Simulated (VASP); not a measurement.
# AlRu (Pmmm) in VASP: notebook, part 2 of 2

VASP 6.6.1. Earlier steps stand in the parts before.

### 5 Single point, PBE (strain +0.0937 x Voigt [1, -1, 0, 0, 0, 0])

INCAR

```
ALGO     = Fast           # electronic algorithm
EDIFF    = 1E-7           # SCF threshold, eV
ENCUT    = 520            # plane-wave cutoff, eV
GGA      = PE             # functional
ISIF     = 2              # what is computed and relaxed
ISMEAR   = 0              # smearing method
LASPH    = True           # aspherical terms in the spheres
LCHARG   = False          # write CHGCAR
LREAL    = False          # projectors in reciprocal space
LWAVE    = False          # write WAVECAR
NBANDS   = 16             # bands
NELM     = 100            # most SCF steps
PREC     = Accurate       # precision mode
SIGMA    = 0.15           # smearing width, eV
```

KPOINTS

```
k-points
0
Gamma
  20 20 20
```

POSCAR

```
AlRu
1.0
    3.2855674633      0.0000000000      0.0000000000
    0.0000000000      2.7226019859      0.0000000000
    0.0000000000      0.0000000000      3.0040847246
Al Ru
1 1
Direct
    0.0000000000      0.0000000000      0.0000000000
    0.5000000000      0.5000000000      0.5000000000
```

Launch:

```console
$ cat potpaw_PBE.64/Al/POTCAR potpaw_PBE.64/Ru_pv/POTCAR > POTCAR
$ mpirun -np 1 vasp_std > vasp.out
```

Run time: 10 min. Hardware: 1 thread of Intel Xeon Platinum 8375C at 2.90GHz (Ice Lake), shared host; peak memory 0.61 GiB.

It converged, with:

| Item | Value |
| --- | --- |
| Free energy | -13.9976 eV |
| Pressure | 4.9 GPa |

Stress tensor (GPa, compression positive):
```
-10.48   0.00   0.00
  0.00  24.40   0.00
  0.00   0.00   0.81
```

Levels at points of the mesh, in eV from the Fermi level:
| k point | band 5 | band 6 | band 7 | band 8 | band 9 | band 10 | band 11 | band 12 | band 13 | band 14 |
| --- | --- | --- | --- | --- | --- | --- | --- | --- | --- | --- |
| (0.00, 0.00, 0.00) | -3.90 | -3.78 | -0.57 | 0.25 | 0.66 | 3.26 | 5.69 | 9.07 | 9.64 | 10.70 |
| (0.50, 0.00, 0.00) | -6.18 | -3.35 | -1.82 | -0.59 | 0.52 | 0.77 | 7.27 | 10.65 | 11.66 | 12.50 |
| (0.00, 0.50, 0.00) | -4.58 | -2.87 | -2.57 | -1.93 | -0.06 | 3.65 | 7.18 | 8.67 | 10.73 | 11.61 |
| (0.50, 0.50, 0.00) | -3.09 | -2.12 | -1.70 | -1.07 | -0.78 | 0.90 | 5.77 | 5.96 | 10.46 | 11.93 |
| (0.00, 0.00, 0.50) | -5.79 | -3.19 | -2.82 | -0.62 | 0.47 | 2.04 | 6.72 | 8.55 | 11.04 | 11.91 |
| (0.50, 0.00, 0.50) | -3.66 | -2.38 | -1.80 | -0.46 | -0.29 | 0.59 | 3.97 | 5.11 | 11.92 | 12.99 |
| (0.00, 0.50, 0.50) | -2.86 | -2.33 | -1.88 | -1.41 | -0.65 | 1.86 | 6.34 | 6.46 | 8.62 | 11.92 |
| (0.50, 0.50, 0.50) | -4.80 | -4.59 | 0.86 | 2.03 | 2.48 | 3.45 | 3.98 | 4.65 | 6.84 | 8.02 |

Caveat: the cell differs from its parent crystal (strain +0.0937 x Voigt [1, -1, 0, 0, 0, 0]).

### 6 Single point, PBE (strain -0.0750 x Voigt [1, -1, 0, 0, 0, 0])

INCAR

```
SYSTEM = AlRu
  ALGO = Fast
  EDIFF = 1E-7
  ENCUT = 520
  GGA = PE
  ISIF = 2
  ISMEAR = 0
  LASPH = .True.
  LCHARG = .True.
  LELF = .True.
  LREAL = .False.
  LVHAR = .True.
  LWAVE = .False.
  NBANDS = 16
  NELM = 60
  PREC = Accurate
  SIGMA = 0.15
```

KPOINTS

```
k-points
0
Gamma
  20 20 20
  0 0 0
```

POSCAR

```
AlRu
1.0
    2.7787783703      0.0000000000      0.0000000000
    0.0000000000      3.2293910789      0.0000000000
    0.0000000000      0.0000000000      3.0040847246
Al Ru
1 1
Direct
    0.0000000000      0.0000000000      0.0000000000
    0.5000000000      0.5000000000      0.5000000000
```

Potentials or basis: VASP PAW PBE potentials, release 64 (Al, Ru_pv).

Launch:

```console
$ cat potpaw_PBE.64/Al/POTCAR potpaw_PBE.64/Ru_pv/POTCAR > POTCAR
$ mpirun -np 1 vasp_std > vasp.out
```

OUTCAR:

```text
SYSTEM = AlRu
   EDIFF = 1E-7
   ENCUT = 520
   GGA = PE
   ISIF = 2
   ISMEAR = 0
   LASPH = .True.
   LREAL = .False.
   NELM = 60
   PREC = Accurate

 ion  position               nearest neighbor table
   1  0.000  0.000  0.000-   2 2.61   2 2.61   2 2.61   2 2.61   2 2.61   2 2.61   2 2.61   2 2.61

   2  0.500  0.500  0.500-   1 2.61   1 2.61   1 2.61   1 2.61   1 2.61   1 2.61   1 2.61   1 2.61

  LATTYP: Found a simple orthorhombic cell.
 ALAT       =     2.7787783703
 B/A-ratio  =     1.0810810811
 C/A-ratio  =     1.1621621621

  Lattice vectors:

 A1 = (  -2.7787783703,   0.0000000000,   0.0000000000)
 A2 = (   0.0000000000,   0.0000000000,   3.0040847246)
 A3 = (   0.0000000000,   3.2293910789,   0.0000000000)

Analysis of symmetry for initial positions (statically):
=====================================================================
 Subroutine PRICEL returns:
 Original cell was already a primitive cell.

 Routine SETGRP: Setting up the symmetry group for a
 simple orthorhombic supercell.

 Subroutine GETGRP returns: Found  8 space group operations
 (whereof  8 operations were pure point group operations)
 out of a pool of  8 trial point group operations.

The static configuration has the point symmetry D_2h.

Analysis of symmetry for dynamics (positions and initial velocities):
=====================================================================
 Subroutine PRICEL returns:
 Original cell was already a primitive cell.

 Routine SETGRP: Setting up the symmetry group for a
 simple orthorhombic supercell.

 Subroutine GETGRP returns: Found  8 space group operations
 (whereof  8 operations were pure point group operations)
 out of a pool of  8 trial point group operations.

The dynamic configuration has the point symmetry D_2h.

 Subroutine INISYM returns: Found  8 space group operations
 (whereof  8 operations are pure point group operations),
 and found     1 'primitive' translations

[... 112 lines left out ...]
   IMIX   =      4    mixing-type and parameters
     AMIX     =   0.40;   BMIX     =  1.00
     AMIX_MAG =   1.60;   BMIX_MAG =  1.00
  volume/ion in A,a.u.               =      13.48        90.96
  Fermi-wavevector in a.u.,A,eV,Ry     =   1.403876  2.652942 26.815303  1.970869
  Thomas-Fermi vector in A             =   2.526494
   LORBIT       =      0    0 simple, 1 ext, 2 COOP (PROOUT), +10 PAW based schemes
   GGA     = PE    functional components
   LHFCALC =     F    Hartree Fock is set to
   AEXX    =    0.0000 exact exchange contribution
   IVDW    =     0    specifies the selected vdW correction
   LEPSILON=     F    determine dielectric tensor
   LRPA    =     F    only Hartree local field effects (RPA)
 non-spin polarized calculation
 RMM-DIIS sequential band-by-band and
 Gauss-broadening in eV      SIGMA  =   0.15
  energy-cutoff  :      520.00
  volume of cell :       26.96
 maximum number of plane-waves:       744
 NGX is ok and might be reduce to    24
   NGX = 11   NGY = 13   NGZ = 11

 number of electron      17.0000001 magnetization

 Free energy of the ion-electron system (eV)
  ---------------------------------------------------
  ext. energy  EPLUGINS =         0.00000000
  ---------------------------------------------------
  free energy    TOTEN  =       -14.09889314 eV

  energy without entropy =      -14.08179438  energy(sigma->0) =      -14.09034376

 E-fermi :  10.7574     XC(G=0): -12.5289

 val. band max:       10.7569329656   @ k =   0.3500   0.1500   0.5000
 cond. band min:      10.7580042404   @ k =   0.0000   0.5000   0.2500
 fundamental gap:      0.0010712748
 Fermi energy:        10.7573781889

 k-point     1 :       0.0000    0.0000    0.0000
  band No.  band energies     occupation
      1     -31.2110      2.00000
      2     -31.1269      2.00000
      3     -31.0046      2.00000
      4       0.9652      2.00000
      5       7.0019      2.00000
      6       7.0892      2.00000
[... 433 lines left out ...]
      3     -31.0144      2.00000
      4       1.1859      2.00000
      5       7.0328      2.00000
      6       7.1645      2.00000
[... 8 lines left out ...]
     15      22.7531      0.00000
     16      26.6584      0.00000

 [... further k-points ...]

------------------------ aborting loop because EDIFF is reached ----------------------------------------

  FORCE on cell =-STRESS in cart. coord.  units (eV):
  Direction    XX          YY          ZZ          XY          YZ          ZX
  --------------------------------------------------------------------------------------
  -------------------------------------------------------------------------------------
  Total        3.0092115     -1.5770544      0.1080183      0.0000000      0.0000000     -0.0000000
  in kB      178.8449054    -93.7282529      6.4197953      0.0000000      0.0000000     -0.0000000
  external PRESSURE =      30.5121493 kB  Pullay stress =       0.0000000 kB

 VOLUME and BASIS-vectors are now :
 -----------------------------------------------------------------------------
  energy-cutoff  :      520.00
  volume of cell :       26.96
      direct lattice vectors                 reciprocal lattice vectors
     2.778778370  0.000000000  0.000000000     0.359870370  0.000000000  0.000000000
     0.000000000  3.229391079  0.000000000     0.000000000  0.309655900  0.000000000
     0.000000000  0.000000000  3.004084725     0.000000000  0.000000000  0.332880092

 POSITION                                       TOTAL-FORCE (eV/Angst)
 -----------------------------------------------------------------------------------
      0.00000      0.00000      0.00000         0.000000      0.000000      0.000000
      1.38939      1.61470      1.50204         0.000000      0.000000      0.000000
 -----------------------------------------------------------------------------------
    total drift:                                0.000000     -0.000000     -0.000000

  FREE ENERGIE OF THE ION-ELECTRON SYSTEM (eV)
  ---------------------------------------------------
  free  energy   TOTEN  =       -14.0988931433 eV

  energy  without entropy=      -14.0817943807  energy(sigma->0) =      -14.09034376
```

stdout:

```text
POSCAR found type information on POSCAR AlRu
 POSCAR found :  2 types and       2 ions
 scaLAPACK will be used
 LDA part: xc-table for (Slater+PW92), standard interpolation
 POSCAR, INCAR and KPOINTS ok, starting setup
 FFT: planning ... GRIDC
 FFT: planning ... GRID_SOFT
 FFT: planning ... GRID
 WAVECAR not read
 entering main loop
WARNING in EDDRMM: call to ZHEGV failed, returncode =   6  3     14
WARNING in EDDRMM: call to ZHEGV failed, returncode =   8  4     14
```

It took 10 min on 1 thread of Intel Xeon Platinum 8375C at 2.90GHz (Ice Lake), shared host; peak memory 0.61 GiB.

What came out:

```yaml
Free_energy: -14.0989 eV
Pressure: 3.1 GPa
```

Stress tensor (GPa, compression positive):
```
17.88  0.00  0.00
 0.00 -9.37  0.00
 0.00  0.00  0.64
```

Caveat: the cell differs from its parent crystal (strain -0.0750 x Voigt [1, -1, 0, 0, 0, 0]).

### 7 Single point, PBE (strain +0.0562 x Voigt [1, -1, 0, 0, 0, 0])

INCAR

```
PREC = Accurate
ENCUT = 520
EDIFF = 1E-6
ISMEAR = 0
SIGMA = 0.15
LREAL = F
LASPH = T
NELM = 100
ALGO = Fast
ISIF = 2
LWAVE = F
LCHARG = F
GGA = PE
NBANDS = 16
```

KPOINTS

```
Automatic mesh
0
Gamma
  20 20 20
```

POSCAR

```
AlRu
1.0
    3.1729142861      0.0000000000      0.0000000000
    0.0000000000      2.8352551631      0.0000000000
    0.0000000000      0.0000000000      3.0040847246
Al Ru
1 1
Direct
    0.0000000000      0.0000000000      0.0000000000
    0.5000000000      0.5000000000      0.5000000000
```

Potentials or basis: VASP PAW PBE potentials, release 64 (Al, Ru_pv).

Launch:

```console
$ cat potpaw_PBE.64/Al/POTCAR potpaw_PBE.64/Ru_pv/POTCAR > POTCAR
$ mpirun -np 1 vasp_std > vasp.out
```

OUTCAR:

```text
PREC = Accurate
   ENCUT = 520
   EDIFF = 1E-6
   ISMEAR = 0
   LREAL = F
   LASPH = T
   NELM = 100
   ISIF = 2
   GGA = PE

 ion  position               nearest neighbor table
   1  0.000  0.000  0.000-   2 2.60   2 2.60   2 2.60   2 2.60   2 2.60   2 2.60   2 2.60   2 2.60

   2  0.500  0.500  0.500-   1 2.60   1 2.60   1 2.60   1 2.60   1 2.60   1 2.60   1 2.60   1 2.60

  LATTYP: Found a simple orthorhombic cell.
 ALAT       =     2.8352551631
 B/A-ratio  =     1.0595465141
 C/A-ratio  =     1.1190930282

  Lattice vectors:

 A1 = (   0.0000000000,   2.8352551631,   0.0000000000)
 A2 = (   0.0000000000,   0.0000000000,   3.0040847246)
 A3 = (   3.1729142861,   0.0000000000,   0.0000000000)

Analysis of symmetry for initial positions (statically):
=====================================================================
 Subroutine PRICEL returns:
 Original cell was already a primitive cell.

 Routine SETGRP: Setting up the symmetry group for a
 simple orthorhombic supercell.

 Subroutine GETGRP returns: Found  8 space group operations
 (whereof  8 operations were pure point group operations)
 out of a pool of  8 trial point group operations.

The static configuration has the point symmetry D_2h.

Analysis of symmetry for dynamics (positions and initial velocities):
=====================================================================
 Subroutine PRICEL returns:
 Original cell was already a primitive cell.

 Routine SETGRP: Setting up the symmetry group for a
 simple orthorhombic supercell.

 Subroutine GETGRP returns: Found  8 space group operations
 (whereof  8 operations were pure point group operations)
 out of a pool of  8 trial point group operations.

The dynamic configuration has the point symmetry D_2h.

 Subroutine INISYM returns: Found  8 space group operations
 (whereof  8 operations are pure point group operations),
 and found     1 'primitive' translations

[... 115 lines left out ...]
  volume/ion in A,a.u.               =      13.51        91.19
  Fermi-wavevector in a.u.,A,eV,Ry     =   1.402718  2.650752 26.771050  1.967617
  Thomas-Fermi vector in A             =   2.525451
   LORBIT       =      0    0 simple, 1 ext, 2 COOP (PROOUT), +10 PAW based schemes
   GGA     = PE    functional components
   LHFCALC =     F    Hartree Fock is set to
   AEXX    =    0.0000 exact exchange contribution
   IVDW    =     0    specifies the selected vdW correction
   LEPSILON=     F    determine dielectric tensor
   LRPA    =     F    only Hartree local field effects (RPA)
 non-spin polarized calculation
 RMM-DIIS sequential band-by-band and
 Gauss-broadening in eV      SIGMA  =   0.15
  energy-cutoff  :      520.00
  volume of cell :       27.02
 maximum number of plane-waves:       750
 NGX is ok and might be reduce to    24
   NGX = 11   NGY = 11   NGZ = 11

 number of electron      16.9999997 magnetization

 Free energy of the ion-electron system (eV)
  ---------------------------------------------------
  ext. energy  EPLUGINS =         0.00000000
  ---------------------------------------------------
  free energy    TOTEN  =       -14.17509077 eV

  energy without entropy =      -14.15754993  energy(sigma->0) =      -14.16632035

 E-fermi :  10.6602     XC(G=0): -12.5172

 val. band max:       10.6601844318   @ k =   0.0000   0.1000   0.1000
 cond. band min:      10.6611071371   @ k =   0.3500   0.3500   0.3000
 fundamental gap:      0.0009227053
 Fermi energy:        10.6601974725

 k-point     1 :       0.0000    0.0000    0.0000
  band No.  band energies     occupation
      1     -31.2304      2.00000
      2     -31.1660      2.00000
      3     -31.0850      2.00000
      4       0.9540      2.00000
      5       7.0167      2.00000
      6       7.0737      2.00000
[... 433 lines left out ...]
      3     -31.1186      2.00000
      4       1.2060      2.00000
      5       7.1264      2.00000
      6       7.2027      2.00000
[... 8 lines left out ...]
     15      22.7181      0.00000
     16      26.9384      0.00000

 [... further k-points ...]

------------------------ aborting loop because EDIFF is reached ----------------------------------------

  FORCE on cell =-STRESS in cart. coord.  units (eV):
  Direction    XX          YY          ZZ          XY          YZ          ZX
  --------------------------------------------------------------------------------------
  -------------------------------------------------------------------------------------
  Total       -1.2982401      2.0498932      0.0696111      0.0000000      0.0000000      0.0000000
  in kB      -76.9667114    121.5287831      4.1269262      0.0000000      0.0000000      0.0000000
  external PRESSURE =      16.2296659 kB  Pullay stress =       0.0000000 kB

 VOLUME and BASIS-vectors are now :
 -----------------------------------------------------------------------------
  energy-cutoff  :      520.00
  volume of cell :       27.02
      direct lattice vectors                 reciprocal lattice vectors
     3.172914286  0.000000000  0.000000000     0.315167669  0.000000000  0.000000000
     0.000000000  2.835255163  0.000000000     0.000000000  0.352701941  0.000000000
     0.000000000  0.000000000  3.004084725     0.000000000  0.000000000  0.332880092

 POSITION                                       TOTAL-FORCE (eV/Angst)
 -----------------------------------------------------------------------------------
      0.00000      0.00000      0.00000         0.000000      0.000000      0.000000
      1.58646      1.41763      1.50204         0.000000      0.000000      0.000000
 -----------------------------------------------------------------------------------
    total drift:                                0.000000     -0.000000     -0.000000

  FREE ENERGIE OF THE ION-ELECTRON SYSTEM (eV)
  ---------------------------------------------------
  free  energy   TOTEN  =       -14.1750907740 eV

  energy  without entropy=      -14.1575499271  energy(sigma->0) =      -14.16632035
```

OSZICAR:

```text
N       E                     dE             d eps       ncg     rms          rms(c)
DAV:   1     0.116534303937E+03    0.11653E+03   -0.91634E+03 43536   0.986E+02
DAV:   2    -0.129465102277E+02   -0.12948E+03   -0.12337E+03 50208   0.292E+02
DAV:   3    -0.148264522452E+02   -0.18799E+01   -0.18740E+01 54728   0.368E+01
DAV:   4    -0.148402943140E+02   -0.13842E-01   -0.13823E-01 53576   0.331E+00
DAV:   5    -0.148404896290E+02   -0.19532E-03   -0.19499E-03 52184   0.377E-01    0.121E+01
RMM:   6    -0.142641078690E+02    0.57638E+00   -0.19908E+00 43597   0.110E+01    0.237E+00
RMM:   7    -0.141899747178E+02    0.74133E-01   -0.13031E-01 44694   0.291E+00    0.200E+00
RMM:   8    -0.141753246843E+02    0.14650E-01   -0.16596E-02 46925   0.962E-01    0.201E-01
RMM:   9    -0.141751025905E+02    0.22209E-03   -0.11506E-03 48606   0.279E-01    0.117E-01
RMM:  10    -0.141750895543E+02    0.13036E-04   -0.13424E-04 51108   0.105E-01    0.330E-02
RMM:  11    -0.141750913359E+02   -0.17816E-05   -0.32144E-05 51244   0.476E-02    0.173E-02
RMM:  12    -0.141750907740E+02    0.56199E-06   -0.85871E-06 49828   0.244E-02
   1 F= -.14175091E+02 E0= -.14166320E+02  d E =-.175408E-01
```

stdout:

```text
POSCAR found type information on POSCAR AlRu
 POSCAR found :  2 types and       2 ions
 scaLAPACK will be used
 LDA part: xc-table for (Slater+PW92), standard interpolation
 POSCAR, INCAR and KPOINTS ok, starting setup
 FFT: planning ... GRIDC
 FFT: planning ... GRID_SOFT
 FFT: planning ... GRID
 WAVECAR not read
 entering main loop
```

Run time: 8.4 min. Hardware: 1 thread of Intel Xeon Platinum 8375C at 2.90GHz (Ice Lake), shared host; peak memory 0.62 GiB.

Results:

```
Free energy : -14.1751 eV
Pressure    : 1.6 GPa
```

Levels at points of the mesh, in eV from the Fermi level:
```csv
k point,band 7,band 8,band 9,band 10,band 11,band 12
"(0.00, 0.00, 0.00)",-0.22,0.20,0.49,4.35,5.90,7.79
"(0.50, 0.00, 0.00)",-1.65,-0.95,0.64,1.25,7.42,10.85
"(0.00, 0.50, 0.00)",-2.31,-1.71,0.16,3.14,7.32,9.57
"(0.50, 0.50, 0.00)",-1.41,-1.04,-0.99,1.27,5.52,5.99
"(0.00, 0.00, 0.50)",-2.28,-0.97,0.44,2.18,7.18,9.52
"(0.50, 0.00, 0.50)",-1.56,-0.73,-0.60,1.04,4.47,5.62
"(0.00, 0.50, 0.50)",-1.57,-1.33,-0.90,1.78,5.99,6.33
"(0.50, 0.50, 0.50)",1.19,1.89,2.49,3.74,4.07,4.44
```

Caveat: the cell differs from its parent crystal (strain +0.0562 x Voigt [1, -1, 0, 0, 0, 0]).

### 8 The runs side by side

```csv
cell,further INCAR settings,gap on the mesh (eV),pressure (GPa)
"a = 2.553, b = 3.455, c = 3.004 Å, 2 atoms",ALGO = Fast; EDIFF = 1e-07; NBANDS = 16,none,13.8
"a = 3.398, b = 2.610, c = 3.004 Å, 2 atoms",ALGO = Fast; EDIFF = 1e-07; NBANDS = 16,none,10.3
"a = 3.342, b = 2.666, c = 3.004 Å, 2 atoms",ALGO = Fast; EDIFF = 1e-07; NBANDS = 16,none,7.3
"a = 3.286, b = 2.723, c = 3.004 Å, 2 atoms",ALGO = Fast; EDIFF = 1e-07; NBANDS = 16,none,4.9
"a = 2.779, b = 3.229, c = 3.004 Å, 2 atoms",ALGO = Fast; EDIFF = 1e-07; NBANDS = 16,none,3.1
"a = 3.173, b = 2.835, c = 3.004 Å, 2 atoms",ALGO = Fast; EDIFF = 1e-06; NBANDS = 16,none,1.6
```

Alike in all rows: task single point; level PBE; potentials or basis VASP PAW PBE potentials, release 64 (Al, Ru_pv); no spin polarisation; k mesh 20 × 20 × 20; cutoff (eV) 520; smearing gaussian 0.15 eV.

Total energies depend on the potentials used, so only differences within one code and one set of settings carry meaning.
